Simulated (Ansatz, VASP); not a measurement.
TiC: VASP beside Ansatz

File INCAR:

```
SYSTEM = TiC
PREC = Accurate ; ENCUT = 520
EDIFF = 1E-6 ; ISMEAR = 0
SIGMA = 0.15 ; LREAL = .FALSE.
LASPH = .TRUE. ; NELM = 100
ALGO = Normal ; ISIF = 2
LWAVE = .FALSE. ; LCHARG = .TRUE.
GGA = PE ; LELF = .TRUE.
LVHAR = .TRUE. ; NBANDS = 15
```

KPOINTS

```
Automatic mesh
0
G
  14 14 14
  0 0 0
```

Contents of POSCAR:

```
TiC
1.0
    0.0000000000      2.1664615256      2.1664615256
    2.1664615256      0.0000000000      2.1664615256
    2.1664615256      2.1664615256      0.0000000000
Ti C
1 1
Direct
    0.0013614251      0.0014170120      0.0031383337
    0.4986385749      0.4985829880      0.4968616663
```

Input for Ansatz:

```yaml
crystal:
  lattice:
    - [0.0, 2.1664615256, 2.1664615256]
    - [2.1664615256, 0.0, 2.1664615256]
    - [2.1664615256, 2.1664615256, 0.0]
  atoms:
    - { symbol: Ti, position: [0.0013614251, 0.001417012, 0.0031383337] }
    - { symbol: C, position: [0.4986385749, 0.498582988, 0.4968616663] }
basis:
  ecutwfc: 420
kpoints:
  mp_grid: { grid: [14, 14, 14] }
hamiltonian:
  xc: pbe
scf:
  occupations: { method: gaussian, width: 0.15 }
output:
  forces: true
  stress: true
  eigenvalues: true
```

Change from the starting cell: all atoms moved at random, sigma 0.02 Å a component.

Alike in both runs: task single point; functional PBE; k mesh 14 × 14 × 14; occupations gaussian, width 0.15 eV; no spin polarisation.

```csv
,VASP,Ansatz
version,VASP 6.6.1,Ansatz 0.2.0
potentials or method,"VASP PAW PBE potentials, release 64 (Ti_sv, C), cutoff 520 eV","scalar-relativistic, plane waves, PAW"
valence electrons in the cell,16,16
```

Ansatz gave:

* gap on the k mesh at the Fermi level (eV): none
* pressure (GPa): 0.1
* traceless stress, the component that is largest in VASP (GPa): -0.09
* rms of the force components (eV/Å): 0.162

Task: Which values does VASP return?

Result: gap on the k mesh at the Fermi level (eV): none; pressure (GPa): 0.3; traceless stress, the component that is largest in VASP (GPa): -0.09; rms of the force components (eV/Å): 0.163.

Atom by atom the forces differ by 0.001 eV/Å (rms over components). A gap of «none» marks a metal or a gap that the smearing closes.
